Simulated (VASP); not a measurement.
# Hf2N (P4_2/mnm) in VASP: a series of runs, part 2 of 2

VASP 6.6.1. Earlier steps stand in the parts before.

## (4) Single point, r2SCAN

File POSCAR:

```
Hf2N
1.0
    5.3276418294      0.0000000000      0.0000000000
    0.0000000000      5.3276418294      0.0000000000
    0.0000000000      0.0000000000      3.2492353242
Hf N
4 2
Direct
    0.2962653956      0.2962653956      0.0000000000
    0.7037346044      0.7037346044      0.0000000000
    0.7962653956      0.2037346044      0.5000000000
    0.2037346044      0.7962653956      0.5000000000
    0.0000000000      0.0000000000      0.0000000000
    0.5000000000      0.5000000000      0.5000000000
```

File INCAR.step1:

```
PREC = Accurate ; ENCUT = 520
ISMEAR = 0 ; SIGMA = 0.1
LREAL = F ; LASPH = T
NELM = 80 ; NBANDS = 34
GGA = PE ; ALGO = Normal
EDIFF = 1E-4 ; LWAVE = T
LCHARG = F
```

File INCAR.step2:

```
PREC = Accurate ; ENCUT = 520
EDIFF = 1E-7 ; ISMEAR = 0
SIGMA = 0.1 ; LREAL = F
LASPH = T ; NELM = 80
ALGO = Normal ; ISIF = 2
LWAVE = F ; LCHARG = F
METAGGA = R2SCAN ; LMIXTAU = T
NBANDS = 34 ; ISTART = 1
```

File KPOINTS:

```
Automatic mesh
0
Gamma
  4 4 8
```

Started as:

```bash
cat potpaw_PBE.64/Hf_pv/POTCAR potpaw_PBE.64/N/POTCAR > POTCAR
cp INCAR.step1 INCAR
mpirun -np 1 vasp_std > vasp.out
cp INCAR.step2 INCAR
mpirun -np 1 vasp_std > vasp.out
```

Wall time 2.3 min (1 thread of Intel Xeon 6975P-C (Granite Rapids), shared host); peak memory 0.24 GiB.

Results (log left out):

```yaml
Free_energy: -207.3048 eV
Pressure: -1.5 GPa
Largest_force: 0.016 eV/Å
Band_gap_on_the_k_mesh: zero (bands 25 and 26 overlap by 2.76 eV)
```

Forces in eV/Å, atoms in the order of the input:
```
Hf   0.011  0.011  0.000
Hf  -0.011 -0.011  0.000
Hf   0.011 -0.011  0.000
Hf  -0.011  0.011  0.000
N    0.000  0.000  0.000
N    0.000  0.000  0.000
```

Stress tensor (GPa, compression positive):
```
-1.43  0.00  0.00
 0.00 -1.43  0.00
 0.00  0.00 -1.62
```

Levels at points of the mesh, in eV from the Fermi level:
```tsv
k point	band 23	band 24	band 25	band 26	band 27	band 28
(0.00, 0.00, 0.00)	-0.48	1.04	1.13	1.13	1.20	1.74
(0.50, 0.00, 0.00)	-1.12	-1.12	1.42	1.42	2.03	2.03
(0.50, 0.50, 0.00)	-1.45	-1.45	1.08	1.08	1.65	1.65
(0.00, 0.00, 0.50)	-1.36	-1.36	-1.34	-1.34	2.31	2.31
(0.50, 0.00, 0.50)	-1.33	-1.33	-1.09	-1.09	1.84	1.84
(0.50, 0.50, 0.50)	-0.79	-0.79	-0.73	-0.73	1.25	1.25
```

Caveat: the PAW data sets were made with another functional, which shifts forces and pressure a little; spin-orbit coupling is left out, which moves the levels of the heavy elements.

## (5) Relaxation of cell and atoms, r2SCAN

This run uses another cell than the first one, of 15.25 Å³/atom.

File POSCAR:

```
Hf2N
1.0
    5.3131240200      0.0000000000      0.0000000000
    0.0000000000      5.3131240200      0.0000000000
    0.0000000000      0.0000000000      3.2420983900
Hf N
4 2
Direct
    0.2955363700      0.2955363700      0.0000000000
    0.7044636300      0.7044636300      0.0000000000
    0.7955363700      0.2044636300      0.5000000000
    0.2044636300      0.7955363700      0.5000000000
    0.0000000000      0.0000000000      0.0000000000
    0.5000000000      0.5000000000      0.5000000000
```

File INCAR.step1:

```
PREC = Accurate
ENCUT = 600
ISMEAR = 0
SIGMA = 0.1
LREAL = F
LASPH = T
NELM = 60
GGA = PE
ALGO = Normal
EDIFF = 1E-4
LWAVE = T
LCHARG = F
```

File INCAR.step2:

```
PREC = Accurate
ENCUT = 600
EDIFF = 1E-6
ISMEAR = 0
SIGMA = 0.1
LREAL = F
LASPH = T
NELM = 60
ALGO = Normal
ISIF = 3
LWAVE = F
LCHARG = F
METAGGA = R2SCAN
LMIXTAU = T
IBRION = 2
NSW = 80
EDIFFG = -0.01
ISTART = 1
```

File KPOINTS:

```
regular mesh
0
Gamma
  2 2 4
```

Started as:

```bash
cat potpaw_PBE.64/Hf_pv/POTCAR potpaw_PBE.64/N/POTCAR > POTCAR
cp INCAR.step1 INCAR
mpirun -np 1 vasp_std > vasp.out
cp INCAR.step2 INCAR
mpirun -np 1 vasp_std > vasp.out
```

Wall time 4.9 min (1 thread of Intel Xeon 6975P-C (Granite Rapids), shared host); peak memory 0.26 GiB.

Results (log left out):

```yaml
Free_energy: -207.4446 eV
Relaxed_volume: 15.23 Å³/atom
Relaxed_cell: a = 5.293 Å, b = 5.293 Å, c = 3.261 Å, α = 90.00°, β = 90.00°, γ = 90.00°
Space_group_after_relaxing_to_0.1_Å: P4_2/mnm (No. 136)
Energy_gained_by_relaxing: 1.1 meV/atom
Ionic_steps: 8
Pressure_after_relaxing: 0.0 GPa
Band_gap_on_the_k_mesh: zero (bands 25 and 26 overlap by 2.74 eV)
```

The path:
```
step  energy change (eV)  largest force (eV/Å)  pressure (GPa)  volume (Å³)
   1              0.0000                0.0926           -0.26        91.52
   2             -0.0053                0.0468            0.39        91.19
   3             -0.0059                0.0581            0.23        91.27
   4             -0.0062                0.0036           -0.37        91.52
   5             -0.0063                0.0182           -0.20        91.45
   6             -0.0063                0.0232           -0.16        91.43
   7             -0.0064                0.0099            0.08        91.33
   8             -0.0064                0.0005            0.00        91.36
```

Final structure:
```
CELL_PARAMETERS angstrom
5.29328 0.00000 0.00000
0.00000 5.29328 0.00000
0.00000 0.00000 3.26073
ATOMIC_POSITIONS crystal
Hf 0.29466 0.29466 0.00000
Hf 0.70534 0.70534 0.00000
Hf 0.79466 0.20534 0.50000
Hf 0.20534 0.79466 0.50000
N 0.00000 0.00000 0.00000
N 0.50000 0.50000 0.50000
```

Levels at points of the mesh, in eV from the Fermi level:
| k point | band 23 | band 24 | band 25 | band 26 | band 27 | band 28 | band 29 | band 30 |
| --- | --- | --- | --- | --- | --- | --- | --- | --- |
| (0.00, 0.00, 0.00) | -0.40 | 1.02 | 1.06 | 1.11 | 1.11 | 1.85 | 1.89 | 1.89 |
| (0.50, 0.00, 0.00) | -1.15 | -1.15 | 1.40 | 1.40 | 1.92 | 1.92 | 2.20 | 2.20 |
| (0.50, 0.50, 0.00) | -1.49 | -1.49 | 0.97 | 0.97 | 1.64 | 1.64 | 2.11 | 2.11 |
| (0.00, 0.00, 0.50) | -1.39 | -1.39 | -1.35 | -1.35 | 2.29 | 2.29 | 3.90 | 3.90 |
| (0.50, 0.00, 0.50) | -1.36 | -1.36 | -1.12 | -1.12 | 1.83 | 1.83 | 4.05 | 4.05 |
| (0.50, 0.50, 0.50) | -0.81 | -0.81 | -0.77 | -0.77 | 1.33 | 1.33 | 3.00 | 3.00 |

Caveat: the k points lie up to 0.59 Å⁻¹ apart in the final cell, too coarse for converged energies and pressures of a metal; the PAW data sets were made with another functional, which shifts forces and pressure a little; spin-orbit coupling is left out, which moves the levels of the heavy elements.

## (6) Single point, r2SCAN

This run uses another cell than the first one, of 15.25 Å³/atom.

POSCAR is that of step 5.

File INCAR.step1:

```
ALGO = Normal ; EDIFF = 1E-4
ENCUT = 520 ; GGA = PE
ISMEAR = -5 ; LASPH = T
LCHARG = F ; LREAL = F
LWAVE = T ; NBANDS = 34
NELM = 100 ; PREC = Accurate
SIGMA = 0.1
```

File INCAR.step2:

```
ALGO = Normal ; EDIFF = 1E-7
ENCUT = 520 ; ISIF = 2
ISMEAR = -5 ; ISTART = 1
LASPH = T ; LCHARG = F
LMIXTAU = T ; LREAL = F
LWAVE = F ; METAGGA = R2SCAN
NBANDS = 34 ; NELM = 100
PREC = Accurate ; SIGMA = 0.1
```

File KPOINTS:

```
k-points
0
Gamma
  8 8 12
```

Potentials or basis: VASP PAW PBE potentials, release 64 (Hf_pv, N).

Started as:

```bash
cat potpaw_PBE.64/Hf_pv/POTCAR potpaw_PBE.64/N/POTCAR > POTCAR
cp INCAR.step1 INCAR
mpirun -np 1 vasp_std > vasp.out
cp INCAR.step2 INCAR
mpirun -np 1 vasp_std > vasp.out
```

It took 9.7 min on 1 thread of Intel Xeon Platinum 8124M at 3.00GHz (Skylake/Cascade Lake), shared host; peak memory 0.38 GiB.

It converged, with:

- Free energy: -207.3280 eV
- Pressure: -0.1 GPa
- Largest force: 0.007 eV/Å
- Band gap on the k mesh: zero (bands 25 and 26 overlap by 2.77 eV)

Forces in eV/Å, atoms in the order of the input:
```
Hf   0.005  0.005  0.000
Hf  -0.005 -0.005  0.000
Hf   0.005 -0.005  0.000
Hf  -0.005  0.005  0.000
N    0.000  0.000  0.000
N    0.000  0.000  0.000
```

Stress tensor (GPa, compression positive):
```
 0.03  0.00  0.00
 0.00  0.03  0.00
 0.00  0.00 -0.27
```

Levels at points of the mesh, in eV from the Fermi level:
```csv
k point,band 23,band 24,band 25,band 26,band 27,band 28
"(0.00, 0.00, 0.00)",-0.46,1.01,1.12,1.12,1.18,1.79
"(0.50, 0.00, 0.00)",-1.14,-1.14,1.42,1.42,2.03,2.03
"(0.50, 0.50, 0.00)",-1.47,-1.47,1.04,1.04,1.64,1.64
"(0.00, 0.00, 0.50)",-1.37,-1.37,-1.35,-1.35,2.29,2.29
"(0.50, 0.00, 0.50)",-1.33,-1.33,-1.10,-1.10,1.83,1.83
"(0.50, 0.50, 0.50)",-0.78,-0.78,-0.77,-0.77,1.29,1.29
```

Caveat: the PAW data sets were made with another functional, which shifts forces and pressure a little; spin-orbit coupling is left out, which moves the levels of the heavy elements; tetrahedron occupations give inexact forces and stress in metals.

## (7) Summary

```tsv
task	cell	k mesh	cutoff (eV)	smearing	gap on the mesh (eV)	pressure (GPa)	largest force (eV/Å)
single point	a = 5.322, b = 5.322, c = 3.258 Å, 6 atoms, atomic positions A	4 × 4 × 4	520	gaussian 0.1 eV	none	-1.5	0.02
single point	a = 5.326, b = 5.326, c = 3.248 Å, 6 atoms, atomic positions B	4 × 4 × 6	520	gaussian 0.1 eV	none	-1.5	0.01
single point	a = 5.328, b = 5.328, c = 3.249 Å, 6 atoms, atomic positions A	4 × 4 × 8	520	gaussian 0.1 eV	none	-1.5	0.02
relaxation of cell and atoms	relaxed from a = 5.313, b = 5.313, c = 3.242 Å, 6 atoms, atomic positions A	2 × 2 × 4	600	gaussian 0.1 eV	none	0.0	-
single point	a = 5.313, b = 5.313, c = 3.242 Å, 6 atoms, atomic positions A	8 × 8 × 12	520	tetrahedron	none	-0.1	0.01
```

Alike in all rows: level r2SCAN; potentials or basis VASP PAW PBE potentials, release 64 (Hf_pv, N); no spin polarisation.

Caveats: some runs use coarse meshes; the PAW data sets were made with another functional, which shifts forces and pressure a little; spin-orbit coupling is left out, which moves the levels of the heavy elements; tetrahedron occupations give inexact forces and stress in metals (at least some runs).

Absolute energies hang on the potentials; compare differences alone.
